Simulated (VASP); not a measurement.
Write the native input for VASP 6.6.1 that does the following.

| Property | Result |
| --- | --- |
| Task | single point |
| Functional | PBE |
| Potentials or basis | VASP PAW PBE potentials, release 64 (Cd) |
| Cutoff | 520 eV |
| k mesh | 17 × 17 × 17 |
| Occupations | fermi-dirac, width 0.05 eV |
| Spin | no spin polarisation |
| Dipole correction | no |
| Further INCAR settings | ALGO = Normal; EDIFF = 1e-07; NBANDS = 12 |

The structure of Cd lies in POSCAR:

```
Cd
1.0
   -1.3276898689      1.3276898689      1.3276898689
    1.3276898689     -1.3276898689      1.3276898689
    1.3276898689      1.3276898689     -1.3276898689
Cd
1
Direct
    0.0000000000      0.0000000000      0.0000000000
```

This isn't the form of Cd at room conditions, which is hcp.

One way to write it, as run:

INCAR

```
SYSTEM = Cd
  PREC = Accurate
  ENCUT = 520
  EDIFF = 1E-7
  ISMEAR = -1
  SIGMA = 0.05
  LREAL = .FALSE.
  LASPH = .TRUE.
  NELM = 100
  ALGO = Normal
  ISIF = 2
  LWAVE = .FALSE.
  LCHARG = .TRUE.
  GGA = PE
  LELF = .TRUE.
  LVHAR = .TRUE.
  NBANDS = 12
```

KPOINTS

```
Automatic mesh
0
G
  17 17 17
  0 0 0
```

Potentials or basis: VASP PAW PBE potentials, release 64 (Cd).

Run with:

```console
$ cat potpaw_PBE.64/Cd/POTCAR > POTCAR
$ mpirun -np 1 vasp_std > vasp.out
```

Results of the run:

- Pressure: 482.0 GPa
- Band gap on the k mesh: zero (bands 6 and 7 overlap by 2.31 eV)

Caveat: the cell stands under pressure.

Run time: 23 s on 1 thread of Intel Xeon 8259CL, on a shared host, peak memory 0.13 GiB.
